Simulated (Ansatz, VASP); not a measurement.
**AlCo: VASP beside Ansatz**

The input INCAR:

```
ALGO = Fast ; EDIFF = 1E-6
ENCUT = 520 ; GGA = PS
ISIF = 2 ; ISMEAR = 0
LASPH = T ; LCHARG = F
LREAL = F ; LWAVE = F
NBANDS = 13 ; NELM = 80
PREC = Accurate ; SIGMA = 0.15
```

Contents of KPOINTS:

```
k-points
0
Gamma
  16 16 16
```

Contents of POSCAR:

```
AlCo
1.0
    2.8194032100      0.0000000000      0.0000000000
    0.0000000000      2.8194032100      0.0000000000
    0.0000000000      0.0000000000      2.8194032100
Al Co
1 1
Direct
    0.0000000000      0.0000000000      0.0000000000
    0.4749199838      0.4749199838      0.5000000000
```

Input for Ansatz:

```yaml
crystal:
  lattice:
    - [2.81940321, 0.0, 0.0]
    - [0.0, 2.81940321, 0.0]
    - [0.0, 0.0, 2.81940321]
  atoms:
    - { symbol: Al, position: [0.0, 0.0, 0.0] }
    - { symbol: Co, position: [0.4749199838, 0.4749199838, 0.5] }
basis:
  ecutwfc: 420
kpoints:
  mp_grid: { grid: [16, 16, 16] }
hamiltonian:
  xc: pbesol
scf:
  occupations: { method: gaussian, width: 0.15 }
output:
  forces: true
  stress: true
  eigenvalues: true
```

Alike in both runs: task single point; functional PBEsol; k mesh 16 × 16 × 16; occupations gaussian, width 0.15 eV; no spin polarisation.

|  | VASP | Ansatz |
| --- | --- | --- |
| version | VASP 6.6.1 | Ansatz 0.2.0 |
| potentials or method | VASP PAW PBE potentials, release 64 (Al, Co), cutoff 520 eV | scalar-relativistic, plane waves, PAW |
| valence electrons in the cell | 12 | 20 |

|  | VASP | Ansatz | Ansatz less VASP |
| --- | --- | --- | --- |
| gap on the k mesh at the Fermi level (eV) | none | none | - |
| pressure (GPa) | 1.4 | 1.5 | +0.16 |
| traceless stress, the component that is largest in VASP (GPa) | 0.94 | 0.93 | -0.009 |
| rms of the force components (eV/Å) | 0.470 | 0.466 | -0.0034 |

VASP's potentials were made for PBE, not for PBEsol. Atom by atom the forces differ by 0.003 eV/Å (rms over components). A gap of «none» marks a metal or a gap that the smearing closes. VASP's potentials hold 12 valence electrons a cell and Ansatz's 20, so a difference there can come from the potentials and not from the codes.
